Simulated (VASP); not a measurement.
# CuGe16 (a cell with a defect) in VASP: single point with PBE

Aim: the single point of CuGe16 (a cell with a defect) with PBE.

Everything below comes from runs of VASP 6.6.1. Logs are shortened: lines on timing, memory, paths and dates and some standing lists are left out, and cuts for length are marked.

## (1) The cell of the first run

The cell holds a defect, 17 atoms: a = 8.004 Å, b = 8.004 Å, c = 8.004 Å, α = 60.00°, β = 60.00°, γ = 60.00°.

## (2) Single point, PBE

INCAR

```
SYSTEM = CuGe16
PREC = Accurate
ENCUT = 520
EDIFF = 1E-6
ISMEAR = -1
SIGMA = 0.05
LREAL = Auto
LASPH = .True.
NELM = 100
ALGO = Normal
ISIF = 2
LWAVE = .False.
LCHARG = .False.
GGA = PE
NBANDS = 132
```

KPOINTS

```
regular mesh
0
Gamma
  2 2 2
  0 0 0
```

POSCAR

```
CuGe16
1.0
    0.0000000000      5.6600000000      5.6600000000
    5.6600000000      0.0000000000      5.6600000000
    5.6600000000      5.6600000000      0.0000000000
Ge Cu
16 1
Direct
    0.0760424028     -0.0362897527     -0.0306890459
    0.1325530035      0.1241254417      0.1536307420
   -0.0629858657      0.0509010601      0.5082155477
    0.0361660777      0.1992932862      0.6158303887
   -0.0338250883      0.4970936396      0.0050795053
   -0.0462367491      0.6603180212      0.2103533569
   -0.1483480565      0.5365636042      0.6473763251
    0.0773939929      0.6964929329      0.6397261484
    0.5134805654      0.0914487633      0.0484098940
    0.7144346290      0.1700000000      0.1837632509
    0.4212190813      0.0181448763      0.5514134276
    0.5330212014      0.2121908127      0.6332332155
    0.2961130742      0.3904240283      0.1616607774
    0.5732950530      0.5501678445      0.0727473498
    0.4617491166      0.5985865724      0.4467137809
    0.4484275618      0.6172261484      0.7701590106
    0.4369257951      0.9122438163      0.9430035336
```

Potentials or basis: VASP PAW PBE potentials, release 64 (Ge_d, Cu).

Command:

```sh
$ cat potpaw_PBE.64/Ge_d/POTCAR potpaw_PBE.64/Cu/POTCAR > POTCAR
$ mpirun -np 1 vasp_std > vasp.out
```

OUTCAR:

```text
SYSTEM = CuGe16
   PREC = Accurate
   ENCUT = 520
   EDIFF = 1E-6
   ISMEAR = -1
   LREAL = Auto
   LASPH = .True.
   NELM = 100
   ISIF = 2
   GGA = PE

 ion  position               nearest neighbor table
   1  0.076  0.964  0.969-   6 2.53   4 2.57  17 2.62  10 2.67   2 2.68
   2  0.133  0.124  0.154-   3 2.38   5 2.48  17 2.50   9 2.63   1 2.68
   3  0.937  0.051  0.508-   8 2.33   4 2.33   2 2.38  12 2.65
   4  0.036  0.199  0.616-   3 2.33   7 2.42  11 2.56   1 2.57
   5  0.966  0.497  0.005-   8 2.46   2 2.48   6 2.50  14 2.75
   6  0.954  0.660  0.210-  13 2.49   5 2.50   1 2.53   7 2.89
   7  0.852  0.537  0.647-   4 2.42   8 2.65  16 2.68   6 2.89
   8  0.077  0.696  0.640-   3 2.33   5 2.46  15 2.55   7 2.65
   9  0.513  0.091  0.048-  17 2.40  13 2.45   2 2.63  10 2.76  12 2.90
  10  0.714  0.170  0.184-  14 2.49   1 2.67   9 2.76  11 2.83
  11  0.421  0.018  0.551-   4 2.56  12 2.58  16 2.73  10 2.83
  12  0.533  0.212  0.633-  17 2.55  15 2.57  11 2.58   3 2.65   9 2.90
  13  0.296  0.390  0.162-   9 2.45   6 2.49  16 2.70  14 2.72
  14  0.573  0.550  0.073-  17 2.37  10 2.49  13 2.72   5 2.75  16 2.78  15 2.84
  15  0.462  0.599  0.447-   8 2.55  12 2.57  16 2.61  14 2.84
  16  0.448  0.617  0.770-  15 2.61   7 2.68  13 2.70  11 2.73  14 2.78
  17  0.437  0.912  0.943-  14 2.37   9 2.40   2 2.50  12 2.55   1 2.62

  LATTYP: Found a face centered cubic cell.
 ALAT       =    11.3200000000

  Lattice vectors:

 A1 = (   0.0000000000,   5.6600000000,   5.6600000000)
 A2 = (   5.6600000000,   0.0000000000,   5.6600000000)
 A3 = (   5.6600000000,   5.6600000000,   0.0000000000)

Analysis of symmetry for initial positions (statically):
=====================================================================
 Subroutine PRICEL returns:
 Original cell was already a primitive cell.

 Routine SETGRP: Setting up the symmetry group for a
 face centered cubic supercell.

 Subroutine GETGRP returns: Found  1 space group operations
 (whereof  1 operations were pure point group operations)
 out of a pool of 48 trial point group operations.

The static configuration has the point symmetry C_1 .

Analysis of symmetry for dynamics (positions and initial velocities):
=====================================================================
 Subroutine PRICEL returns:
 Original cell was already a primitive cell.

 Routine SETGRP: Setting up the symmetry group for a
 face centered cubic supercell.

 Subroutine GETGRP returns: Found  1 space group operations
 (whereof  1 operations were pure point group operations)
 out of a pool of 48 trial point group operations.

The dynamic configuration has the point symmetry C_1 .

 Subroutine INISYM returns: Found  1 space group operations
 (whereof  1 operations are pure point group operations),
 and found     1 'primitive' translations

----------------------------------------------------------------------------------------

                                     Primitive cell

  volume of cell :     362.6430

  direct lattice vectors                    reciprocal lattice vectors
     0.000000000  5.660000000  5.660000000    -0.088339223  0.088339223  0.088339223
     5.660000000  0.000000000  5.660000000     0.088339223 -0.088339223  0.088339223
     5.660000000  5.660000000  0.000000000     0.088339223  0.088339223 -0.088339223

  length of vectors
     8.004448763  8.004448763  8.004448763     0.153008022  0.153008022  0.153008022

  position of ions in fractional coordinates (direct lattice)
     0.076042403  0.963710247  0.969310954
     0.132553003  0.124125442  0.153630742
     0.937014134  0.050901060  0.508215548
     0.036166078  0.199293286  0.615830389
     0.966174912  0.497093640  0.005079505
     0.953763251  0.660318021  0.210353357
[... 9 lines left out ...]
     0.448427562  0.617226148  0.770159011
     0.436925795  0.912243816  0.943003534

  ion indices of the primitive-cell ions
   primitive index   ion index
                 1           1
                 2           2
                 3           3
                 4           4
                 5           5
                 6           6
[... 9 lines left out ...]
                16          16
                17          17

----------------------------------------------------------------------------------------

 KPOINTS: regular mesh

Automatic generation of k-mesh.
 Grid dimensions read from file:
 generate k-points for:    2    2    2

 Generating k-lattice:

  Cartesian coordinates                     Fractional coordinates (reciprocal lattice)
    -0.044169611  0.044169611  0.044169611     0.500000000  0.000000000  0.000000000
     0.044169611 -0.044169611  0.044169611     0.000000000  0.500000000  0.000000000
     0.044169611  0.044169611 -0.044169611     0.000000000  0.000000000  0.500000000

  Length of vectors
     0.076504011  0.076504011  0.076504011

  Shift w.r.t. Gamma in fractional coordinates (k-lattice)
     0.000000000  0.000000000  0.000000000

 Subroutine IBZKPT returns following result:
 ===========================================

 Found      8 irreducible k-points:

 Following reciprocal coordinates:
            Coordinates               Weight
  0.000000  0.000000  0.000000      1.000000
  0.500000  0.000000  0.000000      1.000000
  0.000000  0.500000  0.000000      1.000000
  0.000000  0.000000  0.500000      1.000000
  0.500000  0.500000  0.500000      1.000000
  0.500000  0.500000  0.000000      1.000000
  0.000000  0.500000  0.500000      1.000000
  0.500000  0.000000  0.500000      1.000000
   k-points           NKPTS =      8   k-points in BZ     NKDIM =      8   number of bands    NBANDS=    132
   number of dos      NEDOS =    301   number of ions     NIONS =     17
   total plane-waves  NPLWV = 216000
   dimension x,y,z NGX =    60 NGY =   60 NGZ =   60
   dimension x,y,z NGXF=   120 NGYF=  120 NGZF=  120
   ions per type =              16   1
   NGX,Y,Z   is equivalent  to a cutoff of  12.46, 12.46, 12.46 a.u.
   NGXF,Y,Z  is equivalent  to a cutoff of  24.92, 24.92, 24.92 a.u.
 SYSTEM =  CuGe16
   PREC   = accura    normal or accurate (medium, high low for compatibility)
   ISTART =      0    job   : 0-new  1-cont  2-samecut
   ICHARG =      2    charge: 1-file 2-atom 10-const
   ISPIN  =      1    spin polarized calculation?
   LNONCOLLINEAR =      F non collinear calculations
   LSORBIT =      F    spin-orbit coupling
   LASPH  =      T    aspherical Exc in radial PAW
   ENCUT  =  520.0 eV  38.22 Ry    6.18 a.u.  14.88 14.88 14.88*2*pi/ulx,y,z
   NELM   =    100;   NELMIN=  2; NELMDL= -5     # of ELM steps
   EDIFF  = 0.1E-05   stopping-criterion for ELM
   LREAL  =      T    real-space projection
   EDIFFG = 0.1E-04   stopping-criterion for IOM
   NSW    =      0    number of steps for IOM
[... 5 lines left out ...]
   TEBEG  =    0.0;   TEEND  =   0.0 temperature during run
   PSTRESS=    0.0 pullay stress
   NELECT =     235.0000    total number of electrons
   NUPDOWN=      -1.0000    fix difference up-down
   EMIN   =  10.00;   EMAX   =-10.00  energy-range for DOS
   EFERMI =   0.00;   METHOD = LEGACY
   ISMEAR =    -1;   SIGMA  =   0.05  broadening in eV -4-tet -1-fermi 0-gaus
   EFERMI_NEDOS =   21; number of points for ismear=-14 and -15
   IALGO  =     38    algorithm
   IMIX   =      4    mixing-type and parameters
     AMIX     =   0.40;   BMIX     =  1.00
     AMIX_MAG =   1.60;   BMIX_MAG =  1.00
  volume/ion in A,a.u.               =      21.33       143.96
  Fermi-wavevector in a.u.,A,eV,Ry     =   1.416678  2.677132 27.306558  2.006975
  Thomas-Fermi vector in A             =   2.537987
   LORBIT       =      0    0 simple, 1 ext, 2 COOP (PROOUT), +10 PAW based schemes
   GGA     = PE    functional components
   LHFCALC =     F    Hartree Fock is set to
   AEXX    =    0.0000 exact exchange contribution
   IVDW    =     0    specifies the selected vdW correction
   LEPSILON=     F    determine dielectric tensor
   LRPA    =     F    only Hartree local field effects (RPA)
 non-spin polarized calculation
  energy-cutoff  :      520.00
  volume of cell :      362.64
 maximum number of plane-waves:      9841
 NGX is ok and might be reduce to    60
   NGX = 29   NGY = 29   NGZ = 29

 number of electron     235.0000008 magnetization

 Free energy of the ion-electron system (eV)
  ---------------------------------------------------
  ext. energy  EPLUGINS =         0.00000000
  ---------------------------------------------------
  free energy    TOTEN  =       -69.74292174 eV

  energy without entropy =      -69.67910307  energy(sigma->0) =      -69.71101240

 E-fermi :   5.0774     XC(G=0): -10.3463

 val. band max:        5.0675292147   @ k =   0.0000   0.0000   0.5000
 cond. band min:       5.1082667799   @ k =   0.0000   0.0000   0.0000
 fundamental gap:      0.0407375652
 Fermi energy:         5.0774151217

 k-point     1 :       0.0000    0.0000    0.0000
  band No.  band energies     occupation
      1     -19.7228      2.00000
      2     -19.6686      2.00000
      3     -19.6601      2.00000
      4     -19.6453      2.00000
      5     -19.6220      2.00000
      6     -19.6144      2.00000
[... 121 lines left out ...]
    128       7.1359      0.00000
    129       7.5717      0.00000

 k-point     2 :       0.5000    0.0000    0.0000
  band No.  band energies     occupation
      1     -19.7232      2.00000
      2     -19.6694      2.00000
      3     -19.6601      2.00000
      4     -19.6443      2.00000
      5     -19.6220      2.00000
      6     -19.6141      2.00000
[... 913 lines left out ...]
    128       8.6069      0.00000
    129       8.7270      0.00000
 [bands above 129 left out]

------------------------ aborting loop because EDIFF is reached ----------------------------------------

  FORCE on cell =-STRESS in cart. coord.  units (eV):
  Direction    XX          YY          ZZ          XY          YZ          ZX
  --------------------------------------------------------------------------------------
  -------------------------------------------------------------------------------------
  Total        9.9323695      7.3965618      4.0706712     -1.6283885     -0.3442649      3.0608919
  in kB       43.8817724     32.6784300     17.9844564     -7.1943127     -1.5209821     13.5231942
  external PRESSURE =      31.5148863 kB  Pullay stress =       0.0000000 kB

 VOLUME and BASIS-vectors are now :
 -----------------------------------------------------------------------------
  energy-cutoff  :      520.00
  volume of cell :      362.64
      direct lattice vectors                 reciprocal lattice vectors
     0.000000000  5.660000000  5.660000000    -0.088339223  0.088339223  0.088339223
     5.660000000  0.000000000  5.660000000     0.088339223 -0.088339223  0.088339223
     5.660000000  5.660000000  0.000000000     0.088339223  0.088339223 -0.088339223

 POSITION                                       TOTAL-FORCE (eV/Angst)
 -----------------------------------------------------------------------------------
     10.94090      5.91670      5.88500        -0.155237      0.309368      0.039795
      1.57210      1.61980      1.45280        -0.647026     -0.650934      0.537326
      3.16460      8.18000      5.59160         1.023306     -1.400204     -1.159734
      4.61360      3.69030      1.33270         0.536343      1.233114      0.734352
      2.84230      5.49730      8.28210         0.389237     -0.238399     -0.265261
      4.92800      6.58890      9.13570         0.927837     -0.212300     -0.594002
[... 9 lines left out ...]
      7.85260      6.89720      6.03160         0.253136     -0.185249      0.588861
     10.50070      7.81040      7.63630        -0.051611     -0.743443     -0.260247
 -----------------------------------------------------------------------------------
    total drift:                               -0.001329     -0.000377     -0.000599

  FREE ENERGIE OF THE ION-ELECTRON SYSTEM (eV)
  ---------------------------------------------------
  free  energy   TOTEN  =       -69.7429217388 eV

  energy  without entropy=      -69.6791030709  energy(sigma->0) =      -69.71101240
```

Run time: 10 min. Hardware: 1 thread of Intel Xeon Platinum 8488C (Sapphire Rapids), shared host; peak memory 0.61 GiB.

What came out:

```yaml
Free_energy: -69.7429 eV
Pressure: 3.2 GPa
Largest_force: 2.086 eV/Å
Band_gap_on_the_k_mesh: zero (an odd number of electrons rules out a gap without spin polarisation)
```

Forces on the atoms (eV/Å):
```
Ge  -0.155  0.309  0.040
Ge  -0.647 -0.651  0.537
Ge   1.023 -1.400 -1.160
Ge   0.536  1.233  0.734
Ge   0.389 -0.238 -0.265
Ge   0.928 -0.212 -0.594
Ge   0.254 -0.637  0.430
Ge  -1.276  0.574 -0.864
Ge  -0.502  0.427  0.482
Ge  -0.135  0.151 -0.692
Ge  -0.330  0.348  0.031
Ge  -0.295  0.412  0.467
Ge   0.242  0.032  0.377
Ge   0.157  0.671  0.303
Ge  -0.391 -0.091 -0.155
Ge   0.253 -0.185  0.589
Cu  -0.052 -0.743 -0.260
```

Levels at points of the mesh, in eV from the Fermi level:
```
           k point  band 114  band 115  band 116  band 117  band 118  band 119  band 120  band 121  band 122  band 123
(0.00, 0.00, 0.00)     -0.59     -0.49     -0.32     -0.15     -0.02      0.03      0.14      0.44      0.55      0.76
(0.50, 0.00, 0.00)     -0.87     -0.67     -0.41     -0.32     -0.27      0.20      0.69      0.81      1.14      1.38
(0.00, 0.50, 0.00)     -1.08     -0.99     -0.29     -0.09      0.08      0.35      0.59      0.75      0.88      1.12
(0.00, 0.00, 0.50)     -1.28     -0.72     -0.43     -0.21     -0.01      0.21      0.58      0.94      1.33      1.52
(0.50, 0.50, 0.50)     -1.03     -0.75     -0.28     -0.14      0.31      0.40      0.82      1.00      1.23      1.44
(0.50, 0.50, 0.00)     -1.11     -0.96     -0.34     -0.30     -0.06      0.73      1.02      1.30      1.48      1.72
(0.00, 0.50, 0.50)     -1.05     -0.74     -0.38     -0.31     -0.06      0.52      0.82      1.20      1.49      1.52
(0.50, 0.00, 0.50)     -1.11     -0.83     -0.41     -0.19      0.30      0.83      0.90      1.16      1.58      1.85
```

Caveat: the k points lie up to 0.48 Å⁻¹ apart, too coarse for converged energies and pressures of a metal; the atoms stand as in a frame of molecular dynamics.

The gap in the log of VASP goes by the Fermi energy; the results here count the filled bands.